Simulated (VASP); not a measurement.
# GeCl3 (P4/mmm) in VASP: relaxation of cell and atoms with PBE

Aim: the relaxation of cell and atoms of GeCl3 with PBE.

Everything below comes from runs of VASP 6.6.1. Logs are shortened: lines on timing, memory, paths and dates and some standing lists are left out, and cuts for length are marked.

### Step 1. The cell of the first run

The structure is tetragonal, space group P4/mmm (No. 123). The conventional cell has a = 5.428 Å, b = 5.428 Å, c = 3.588 Å, α = 90.00°, β = 90.00°, γ = 90.00°. Ge (site symmetry 4/mmm) has 4 Cl at 2.71 Å and 2 Ge at 3.59 Å within 3.6 Å. Within 3.6 Å of Cl (site symmetry mmm) lie 2 Ge at 2.71 Å and 4 Cl at 2.71 to 3.59 Å. Cl (site symmetry 4/mmm) has 6 Cl at 2.71 to 3.59 Å within 3.6 Å.

The cell was built from a structure type or drawn by symmetry, and may not be a known phase.

### Step 2. Relaxation of cell and atoms, PBE

The input, INCAR:

```
SYSTEM = GeCl3
  PREC = Accurate
  ENCUT = 600
  EDIFF = 1E-6
  ISMEAR = 0
  SIGMA = 0.1
  LREAL = .FALSE.
  LASPH = .TRUE.
  NELM = 60
  ALGO = Normal
  ISIF = 3
  LWAVE = .FALSE.
  LCHARG = .FALSE.
  GGA = PE
  IBRION = 2
  NSW = 100
  EDIFFG = -0.01
```

The input, KPOINTS:

```
Automatic mesh
0
G
  8 8 14
  0 0 0
```

The input, POSCAR:

```
GeCl3
1.0
    5.4284387462      0.0000000000      0.0000000000
    0.0000000000      5.4284387462      0.0000000000
    0.0000000000      0.0000000000      3.5881568663
Ge Cl
1 3
Direct
    0.5000000000      0.5000000000      0.0000000000
    0.0000000000      0.5000000000      0.0000000000
    0.5000000000      0.0000000000      0.0000000000
    0.0000000000      0.0000000000      0.0000000000
```

Potentials or basis: VASP PAW PBE potentials, release 64 (Ge_d, Cl).

Launch:

```sh
$ cat potpaw_PBE.64/Ge_d/POTCAR potpaw_PBE.64/Cl/POTCAR > POTCAR
$ mpirun -np 1 vasp_std > vasp.out
```

OUTCAR:

```text
SYSTEM = GeCl3
   PREC = Accurate
   ENCUT = 600
   EDIFF = 1E-6
   ISMEAR = 0
   LREAL = .FALSE.
   LASPH = .TRUE.
   NELM = 60
   ISIF = 3
   GGA = PE
   IBRION = 2
   NSW = 100
   EDIFFG = -0.01

 ion  position               nearest neighbor table
   1  0.500  0.500  0.000-   2 2.71   3 2.71   3 2.71   2 2.71
   2  0.000  0.500  0.000-   1 2.71   1 2.71
   3  0.500  0.000  0.000-   1 2.71   1 2.71
   4  0.000  0.000  0.000-

  LATTYP: Found a simple tetragonal cell.
 ALAT       =     5.4284387462
 C/A-ratio  =     0.6609924205

  Lattice vectors:

 A1 = (   5.4284387462,   0.0000000000,   0.0000000000)
 A2 = (   0.0000000000,   5.4284387462,   0.0000000000)
 A3 = (   0.0000000000,   0.0000000000,   3.5881568663)

Analysis of symmetry for initial positions (statically):
=====================================================================
 Subroutine PRICEL returns:
 Original cell was already a primitive cell.

 Routine SETGRP: Setting up the symmetry group for a
 simple tetragonal supercell.

 Subroutine GETGRP returns: Found 16 space group operations
 (whereof 16 operations were pure point group operations)
 out of a pool of 16 trial point group operations.

The static configuration has the point symmetry D_4h.

Analysis of symmetry for dynamics (positions and initial velocities):
=====================================================================
 Subroutine PRICEL returns:
 Original cell was already a primitive cell.

 Routine SETGRP: Setting up the symmetry group for a
 simple tetragonal supercell.

 Subroutine GETGRP returns: Found 16 space group operations
 (whereof 16 operations were pure point group operations)
 out of a pool of 16 trial point group operations.

The dynamic configuration has the point symmetry D_4h.

 Subroutine INISYM returns: Found 16 space group operations
 (whereof 16 operations are pure point group operations),
 and found     1 'primitive' translations

----------------------------------------------------------------------------------------

                                     Primitive cell

  volume of cell :     105.7356

  direct lattice vectors                    reciprocal lattice vectors
     5.428438746  0.000000000  0.000000000     0.184215029  0.000000000  0.000000000
     0.000000000  5.428438746  0.000000000     0.000000000  0.184215029  0.000000000
     0.000000000  0.000000000  3.588156866     0.000000000  0.000000000  0.278694616

  length of vectors
     5.428438746  5.428438746  3.588156866     0.184215029  0.184215029  0.278694616

  position of ions in fractional coordinates (direct lattice)
     0.500000000  0.500000000  0.000000000
     0.000000000  0.500000000  0.000000000
     0.500000000  0.000000000  0.000000000
     0.000000000  0.000000000  0.000000000

  ion indices of the primitive-cell ions
   primitive index   ion index
                 1           1
                 2           2
                 3           3
                 4           4

----------------------------------------------------------------------------------------

 KPOINTS: Automatic mesh

Automatic generation of k-mesh.
 Grid dimensions read from file:
 generate k-points for:    8    8   14

 Generating k-lattice:

  Cartesian coordinates                     Fractional coordinates (reciprocal lattice)
     0.023026879  0.000000000  0.000000000     0.125000000  0.000000000  0.000000000
     0.000000000  0.023026879  0.000000000     0.000000000  0.125000000  0.000000000
     0.000000000  0.000000000  0.019906758     0.000000000  0.000000000  0.071428571

  Length of vectors
     0.023026879  0.023026879  0.019906758

  Shift w.r.t. Gamma in fractional coordinates (k-lattice)
     0.000000000  0.000000000  0.000000000

 Subroutine IBZKPT returns following result:
 ===========================================

 Found    120 irreducible k-points:

 Following reciprocal coordinates:
            Coordinates               Weight
  0.000000  0.000000  0.000000      1.000000
  0.125000  0.000000  0.000000      4.000000
  0.250000  0.000000  0.000000      4.000000
  0.375000  0.000000  0.000000      4.000000
  0.500000  0.000000  0.000000      2.000000
  0.125000  0.125000  0.000000      4.000000
[... 16 lines left out ...]
  0.375000  0.125000  0.071429     16.000000
  0.500000  0.125000  0.071429      8.000000
 [... further k-points ...]
   k-points           NKPTS =    120   k-points in BZ     NKDIM =    120   number of bands    NBANDS=     21
   number of dos      NEDOS =    301   number of ions     NIONS =      4
   total plane-waves  NPLWV =  69120
   dimension x,y,z NGX =    48 NGY =   48 NGZ =   30
   dimension x,y,z NGXF=    96 NGYF=   96 NGZF=   60
   ions per type =               1   3
   NGX,Y,Z   is equivalent  to a cutoff of  14.70, 14.70, 13.90 a.u.
   NGXF,Y,Z  is equivalent  to a cutoff of  29.40, 29.40, 27.80 a.u.
 SYSTEM =  GeCl3
   PREC   = accura    normal or accurate (medium, high low for compatibility)
   ISTART =      0    job   : 0-new  1-cont  2-samecut
   ICHARG =      2    charge: 1-file 2-atom 10-const
   ISPIN  =      1    spin polarized calculation?
   LNONCOLLINEAR =      F non collinear calculations
   LSORBIT =      F    spin-orbit coupling
   LASPH  =      T    aspherical Exc in radial PAW
   ENCUT  =  600.0 eV  44.10 Ry    6.64 a.u.  10.84 10.84  7.17*2*pi/ulx,y,z
   NELM   =     60;   NELMIN=  2; NELMDL= -5     # of ELM steps
   EDIFF  = 0.1E-05   stopping-criterion for ELM
   LREAL  =      F    real-space projection
   EDIFFG = -.1E-01   stopping-criterion for IOM
   NSW    =    100    number of steps for IOM
   IBRION =      2    ionic relax: 0-MD 1-quasi-New 2-CG
   NFREE  =      1    steps in history (QN), initial steepest desc. (CG)
   ISIF   =      3    stress and relaxation
   ISYM   =      2    0-nonsym 1-usesym 2-fastsym
   POTIM  = 0.5000    time-step for ionic-motion
   TEBEG  =    0.0;   TEEND  =   0.0 temperature during run
   PSTRESS=    0.0 pullay stress
   NELECT =      35.0000    total number of electrons
   NUPDOWN=      -1.0000    fix difference up-down
   EMIN   =  10.00;   EMAX   =-10.00  energy-range for DOS
   EFERMI =   0.00;   METHOD = LEGACY
   ISMEAR =     0;   SIGMA  =   0.10  broadening in eV -4-tet -1-fermi 0-gaus
   EFERMI_NEDOS =   21; number of points for ismear=-14 and -15
   IALGO  =     38    algorithm
   IMIX   =      4    mixing-type and parameters
     AMIX     =   0.40;   BMIX     =  1.00
     AMIX_MAG =   1.60;   BMIX_MAG =  1.00
  volume/ion in A,a.u.               =      26.43       178.38
  Fermi-wavevector in a.u.,A,eV,Ry     =   1.132462  2.140043 17.449075  1.282471
  Thomas-Fermi vector in A             =   2.269163
   LORBIT       =      0    0 simple, 1 ext, 2 COOP (PROOUT), +10 PAW based schemes
   GGA     = PE    functional components
   LHFCALC =     F    Hartree Fock is set to
   AEXX    =    0.0000 exact exchange contribution
   IVDW    =     0    specifies the selected vdW correction
   LEPSILON=     F    determine dielectric tensor
   LRPA    =     F    only Hartree local field effects (RPA)
 conjugate gradient relaxation of ions
 non-spin polarized calculation
 Gauss-broadening in eV      SIGMA  =   0.10
  energy-cutoff  :      600.00
  volume of cell :      105.74
 maximum number of plane-waves:      3566
 NGX is ok and might be reduce to    48
   NGX = 21   NGY = 21   NGZ = 15

--------------------------------------- Ionic step        1  -------------------------------------------

 number of electron      35.0000002 magnetization

 Free energy of the ion-electron system (eV)
  ---------------------------------------------------
  ext. energy  EPLUGINS =         0.00000000
  ---------------------------------------------------
  free energy    TOTEN  =        -9.99316481 eV

  energy without entropy =       -9.98971727  energy(sigma->0) =       -9.99144104

------------------------ aborting loop because EDIFF is reached ----------------------------------------

  FORCE on cell =-STRESS in cart. coord.  units (eV):
  Direction    XX          YY          ZZ          XY          YZ          ZX
  --------------------------------------------------------------------------------------
  -------------------------------------------------------------------------------------
  Total       -0.6083737     -0.6083737     -0.0519226      0.0000000     -0.0000000      0.0000000
  in kB       -9.2184884     -9.2184884     -0.7867667      0.0000000     -0.0000000      0.0000000
  external PRESSURE =      -6.4079145 kB  Pullay stress =       0.0000000 kB
[... 137 lines left out ...]
  energy  without entropy=       -9.9937592409  energy(sigma->0) =       -9.99546512

--------------------------------------- Ionic step        5  -------------------------------------------

 number of electron      35.0000000 magnetization

 Free energy of the ion-electron system (eV)
  ---------------------------------------------------
  ext. energy  EPLUGINS =         0.00000000
  ---------------------------------------------------
  free energy    TOTEN  =        -9.99722212 eV

  energy without entropy =       -9.99380719  energy(sigma->0) =       -9.99551466

 E-fermi :   1.8763     XC(G=0):  -8.5560

 val. band max:        1.8617634119   @ k =   0.5000   0.1250   0.3571
 cond. band min:       1.8952639486   @ k =   0.2500   0.2500   0.3571
 fundamental gap:      0.0335005367
 Fermi energy:         1.8763306967

 k-point     1 :       0.0000    0.0000    0.0000
  band No.  band energies     occupation
      1     -23.4251      2.00000
      2     -23.4174      2.00000
      3     -23.3651      2.00000
      4     -23.3651      2.00000
      5     -23.3608      2.00000
      6     -14.0929      2.00000
[... 550 lines left out ...]
      5     -23.3597      2.00000
      6     -13.6367      2.00000
[... 13 lines left out ...]
     20       4.9141      0.00000
     21       5.8261      0.00000

 [... further k-points ...]
[... 5 lines left out ...]
  --------------------------------------------------------------------------------------
  -------------------------------------------------------------------------------------
  Total        0.0314049      0.0314049     -0.0180909      0.0000000      0.0000000      0.0000000
  in kB        0.4828964      0.4828964     -0.2781742      0.0000000      0.0000000      0.0000000
  external PRESSURE =       0.2292062 kB  Pullay stress =       0.0000000 kB
[... 19 lines left out ...]
  FREE ENERGIE OF THE ION-ELECTRON SYSTEM (eV)
  ---------------------------------------------------
  free  energy   TOTEN  =        -9.9972221249 eV

  energy  without entropy=       -9.9938071926  energy(sigma->0) =       -9.99551466

 reached required accuracy - stopping structural energy minimisation
```

Wall time 11 min (1 thread of Intel Xeon Platinum 8488C (Sapphire Rapids), shared host); peak memory 0.47 GiB.

Results:

```
Free energy                           : -9.9972 eV
Relaxed volume                        : 26.05 Å³/atom
Relaxed cell                          : a = 5.393 Å, b = 5.393 Å, c = 3.583 Å, α = 90.00°, β = 90.00°, γ = 90.00°
Space group after relaxing (to 0.1 Å) : P4/mmm (No. 123)
Energy gained by relaxing             : 1.0 meV/atom
Ionic steps                           : 5
Pressure after relaxing               : 0.0 GPa
Band gap on the k mesh                : zero (an odd number of electrons rules out a gap without spin polarisation)
```

Step by step:
```tsv
step	energy change (eV)	largest force (eV/Å)	pressure (GPa)	volume (Å³)
1	0.0000	0.0000	-0.64	105.74
2	-0.0039	0.0000	0.02	104.12
3	-0.0040	0.0000	-0.02	104.28
4	-0.0040	0.0000	-0.06	104.31
5	-0.0041	0.0000	0.02	104.20
```

Final structure:
```
CELL_PARAMETERS angstrom
5.39295 0.00000 0.00000
0.00000 5.39295 0.00000
0.00000 0.00000 3.58263
ATOMIC_POSITIONS crystal
Ge 0.50000 0.50000 0.00000
Cl 0.00000 0.50000 0.00000
Cl 0.50000 0.00000 0.00000
Cl 0.00000 0.00000 0.00000
```

Levels at points of the mesh, in eV from the Fermi level:
```csv
k point,band 15,band 16,band 17,band 18,band 19,band 20,band 21
"(0.00, 0.00, 0.00)",-1.78,-0.68,0.81,0.81,3.83,4.79,4.79
"(0.50, 0.00, 0.00)",-2.00,-1.62,-0.84,0.84,1.45,3.46,4.37
"(0.50, 0.50, 0.00)",-1.92,-1.92,-1.31,-1.20,1.02,1.02,3.08
"(0.00, 0.00, 0.50)",-3.12,-1.98,0.12,0.91,0.91,5.46,5.46
"(0.50, 0.00, 0.50)",-2.48,-2.08,-1.36,-0.49,0.93,2.14,5.04
"(0.50, 0.50, 0.50)",-2.56,-2.15,-2.15,-1.21,-0.85,1.75,1.75
```

Caveat: an odd number of electrons without spin polarisation forces a metal; a magnetic or distorted state may lie lower.
